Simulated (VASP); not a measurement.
# BeS (zincblende type) (F-43m) in VASP: notebook

The runs below take BeS (zincblende type) through relaxation of cell and atoms, single point, with PBE.

Everything below comes from runs of VASP 6.6.1. Logs are shortened: lines on timing, memory, paths and dates and some standing lists are left out, and cuts for length are marked.

### Step 1. The cell of the first run

Symmetry: F-43m, No. 216, cubic system. The conventional cell has a = 4.930 Å, b = 4.930 Å, c = 4.930 Å, α = 90.00°, β = 90.00°, γ = 90.00°. Within 2.8 Å of Be (site symmetry -43m) lie 4 S at 2.13 Å. S (site symmetry -43m) has 4 Be at 2.13 Å within 2.8 Å.

### Step 2. Relaxation of cell and atoms, PBE, target pressure -2.9 GPa, at which the enthalpy is minimised

Contents of INCAR:

```
PREC = Accurate
ENCUT = 600
EDIFF = 1E-7
ISMEAR = -1
SIGMA = 0.08
LREAL = F
LASPH = T
NELM = 80
ALGO = Normal
ISIF = 3
LWAVE = F
LCHARG = F
GGA = PE
IBRION = 2
NSW = 32
EDIFFG = -0.005
PSTRESS = -29.0
```

Contents of KPOINTS:

```
Automatic mesh
0
Gamma
  14 14 14
```

Contents of POSCAR:

```
BeS
1.0
    0.0000000000      2.4652417120      2.4652417120
    2.4652417120      0.0000000000      2.4652417120
    2.4652417120      2.4652417120      0.0000000000
Be S
1 1
Direct
    0.0000000000      0.0000000000      0.0000000000
    0.2500000000      0.2500000000      0.2500000000
```

Potentials or basis: VASP PAW PBE potentials, release 64 (Be, S).

On the command line:

```
$ cat potpaw_PBE.64/Be/POTCAR potpaw_PBE.64/S/POTCAR > POTCAR
$ mpirun -np 1 vasp_std > vasp.out
```

OUTCAR:

```text
PREC = Accurate
   ENCUT = 600
   EDIFF = 1E-7
   ISMEAR = -1
   LREAL = F
   LASPH = T
   NELM = 80
   ISIF = 3
   GGA = PE
   IBRION = 2
   NSW = 32
   EDIFFG = -0.005
   PSTRESS = -29.0

 ion  position               nearest neighbor table
   1  0.000  0.000  0.000-   2 2.13   2 2.13   2 2.13   2 2.13
   2  0.250  0.250  0.250-   1 2.13   1 2.13   1 2.13   1 2.13

  LATTYP: Found a face centered cubic cell.
 ALAT       =     4.9304834240

  Lattice vectors:

 A1 = (   0.0000000000,   2.4652417120,   2.4652417120)
 A2 = (   2.4652417120,   0.0000000000,   2.4652417120)
 A3 = (   2.4652417120,   2.4652417120,   0.0000000000)

Analysis of symmetry for initial positions (statically):
=====================================================================
 Subroutine PRICEL returns:
 Original cell was already a primitive cell.

 Routine SETGRP: Setting up the symmetry group for a
 face centered cubic supercell.

 Subroutine GETGRP returns: Found 24 space group operations
 (whereof 24 operations were pure point group operations)
 out of a pool of 48 trial point group operations.

The static configuration has the point symmetry T_d .

Analysis of symmetry for dynamics (positions and initial velocities):
=====================================================================
 Subroutine PRICEL returns:
 Original cell was already a primitive cell.

 Routine SETGRP: Setting up the symmetry group for a
 face centered cubic supercell.

 Subroutine GETGRP returns: Found 24 space group operations
 (whereof 24 operations were pure point group operations)
 out of a pool of 48 trial point group operations.

The dynamic configuration has the point symmetry T_d .

 Subroutine INISYM returns: Found 24 space group operations
 (whereof 24 operations are pure point group operations),
 and found     1 'primitive' translations

----------------------------------------------------------------------------------------

                                     Primitive cell

  volume of cell :      29.9646

  direct lattice vectors                    reciprocal lattice vectors
     0.000000000  2.465241712  2.465241712    -0.202819869  0.202819869  0.202819869
     2.465241712  0.000000000  2.465241712     0.202819869 -0.202819869  0.202819869
     2.465241712  2.465241712  0.000000000     0.202819869  0.202819869 -0.202819869

  length of vectors
     3.486378264  3.486378264  3.486378264     0.351294317  0.351294317  0.351294317

  position of ions in fractional coordinates (direct lattice)
[... 85 lines left out ...]
   ISIF   =      3    stress and relaxation
   ISYM   =      2    0-nonsym 1-usesym 2-fastsym
   POTIM  = 0.5000    time-step for ionic-motion
   TEBEG  =    0.0;   TEEND  =   0.0 temperature during run
   PSTRESS=  -29.0 pullay stress
   NELECT =       8.0000    total number of electrons
   NUPDOWN=      -1.0000    fix difference up-down
   EMIN   =  10.00;   EMAX   =-10.00  energy-range for DOS
   EFERMI =   0.00;   METHOD = LEGACY
   ISMEAR =    -1;   SIGMA  =   0.08  broadening in eV -4-tet -1-fermi 0-gaus
   EFERMI_NEDOS =   21; number of points for ismear=-14 and -15
   IALGO  =     38    algorithm
   IMIX   =      4    mixing-type and parameters
     AMIX     =   0.40;   BMIX     =  1.00
     AMIX_MAG =   1.60;   BMIX_MAG =  1.00
  volume/ion in A,a.u.               =      14.98       101.11
  Fermi-wavevector in a.u.,A,eV,Ry     =   1.054149  1.992053 15.119203  1.111230
  Thomas-Fermi vector in A             =   2.189298
   LORBIT       =      0    0 simple, 1 ext, 2 COOP (PROOUT), +10 PAW based schemes
   GGA     = PE    functional components
   LHFCALC =     F    Hartree Fock is set to
   AEXX    =    0.0000 exact exchange contribution
   IVDW    =     0    specifies the selected vdW correction
   LEPSILON=     F    determine dielectric tensor
   LRPA    =     F    only Hartree local field effects (RPA)
 conjugate gradient relaxation of ions
 non-spin polarized calculation
  energy-cutoff  :      600.00
  volume of cell :       29.96
 maximum number of plane-waves:      1012
   NGX = 13   NGY = 13   NGZ = 13

 number of electron       7.9999999 magnetization

 Free energy of the ion-electron system (eV)
  ---------------------------------------------------
  ext. energy  EPLUGINS =         0.00000000
  ---------------------------------------------------
  free energy    TOTEN  =       -10.00490164 eV

  energy without entropy =      -10.00490164  energy(sigma->0) =      -10.00490164

 E-fermi :   5.2604     XC(G=0):  -9.5278

 val. band max:        3.6763750191   @ k =   0.0000   0.0000   0.0000
 cond. band min:       6.8925046962   @ k =   0.5000   0.5000   0.0000
 fundamental gap:      3.2161296771
 Fermi energy:         5.2603744213

 k-point     1 :       0.0000    0.0000    0.0000
  band No.  band energies     occupation
      1      -9.6940      2.00000
      2       3.6764      2.00000
      3       3.6764      2.00000
      4       3.6764      2.00000
      5       9.1516      0.00000
      6       9.3612      0.00000
      7       9.3612      0.00000
      8       9.3612      0.00000
[... 243 lines left out ...]
 k-point    24 :       0.2857    0.1429    0.0000
  band No.  band energies     occupation
      1      -8.9545      2.00000
      2       0.7043      2.00000
      3       2.5130      2.00000
      4       2.6467      2.00000
      5       8.9191      0.00000
      6      10.6080      0.00000
      7      11.3296      0.00000
      8      11.4844      0.00000

 [... further k-points ...]

------------------------ aborting loop because EDIFF is reached ----------------------------------------

  FORCE on cell =-STRESS in cart. coord.  units (eV):
  Direction    XX          YY          ZZ          XY          YZ          ZX
  --------------------------------------------------------------------------------------
  -------------------------------------------------------------------------------------
  Total       -0.5356103     -0.5356103     -0.5356103     -0.0000000      0.0000000      0.0000000
  in kB      -28.6385491    -28.6385491    -28.6385491     -0.0000000      0.0000000      0.0000000
  external PRESSURE =       0.3614509 kB  Pullay stress =     -29.0000000 kB

 VOLUME and BASIS-vectors are now :
 -----------------------------------------------------------------------------
  energy-cutoff  :      600.00
  volume of cell :       29.96
      direct lattice vectors                 reciprocal lattice vectors
     0.000000000  2.465241712  2.465241712    -0.202819869  0.202819869  0.202819869
     2.465241712  0.000000000  2.465241712     0.202819869 -0.202819869  0.202819869
     2.465241712  2.465241712  0.000000000     0.202819869  0.202819869 -0.202819869

 POSITION                                       TOTAL-FORCE (eV/Angst)
 -----------------------------------------------------------------------------------
      0.00000      0.00000      0.00000        -0.000000     -0.000000     -0.000000
      1.23262      1.23262      1.23262         0.000000      0.000000      0.000000
 -----------------------------------------------------------------------------------
    total drift:                               -0.000000     -0.000000     -0.000000

  FREE ENERGIE OF THE ION-ELECTRON SYSTEM (eV)
  ---------------------------------------------------
  free  energy   TOTEN  =       -10.0049016375 eV

  energy  without entropy=      -10.0049016374  energy(sigma->0) =      -10.00490164

  enthalpy is  TOTEN    =       -10.5472719796 eV   P V=       -0.5423703421

 reached required accuracy - stopping structural energy minimisation
```

Run time: 18 s. Hardware: 1 thread of AMD EPYC 9R45 (Zen 5), shared host; peak memory 0.14 GiB.

What came out:

* Free energy: -10.0049 eV
* Pressure after relaxing: -2.9 GPa
* Band gap on the k mesh: 3.22 eV (least direct gap 5.48 eV)

Final structure:
```
Be S
1.0
     0.00000    2.46524    2.46524
     2.46524    0.00000    2.46524
     2.46524    2.46524    0.00000
Be S
1 1
Cartesian
  0.0000 0.0000 0.0000
  1.2326 1.2326 1.2326
```

Caveat: the relaxation stopped at its first step, so nothing moved; the cell is relaxed towards a set pressure, so the run minimises the enthalpy, not the energy. A k mesh can miss the band edges.

(Part 1 of 2 ends here.)
